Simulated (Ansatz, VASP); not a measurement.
## HgTe: VASP beside Ansatz

```
CELL_PARAMETERS angstrom
0.00000 3.20187 3.20187
3.20187 0.00000 3.20187
3.20187 3.20187 0.00000
ATOMIC_POSITIONS crystal
Hg 0.00000 0.00000 0.00000
Te 0.75000 0.75000 0.75000
```

Change from the starting cell: volume scaled by 0.98, crystal datasets.

Alike in both runs: task electric field gradients; functional PBE; k mesh 11 × 11 × 11; occupations fermi-dirac, width 0.03 eV; no spin polarisation.

```csv
,VASP,Ansatz
version,VASP 6.6.1,Ansatz 0.2.0
potentials or method,"VASP PAW PBE potentials, release 64 (Hg, Te), cutoff 520 eV","all-electron PAW with datasets made for the crystal, scalar-relativistic"
```

Ansatz gave:

| Property | Result |
| --- | --- |
| pressure (GPa) | 5.2 |

Q: Which values does VASP return?

A: Pressure (GPa): 5.3.

Ansatz ran all-electron here, and VASP with PAW potentials.

Spin-orbit coupling is off throughout.
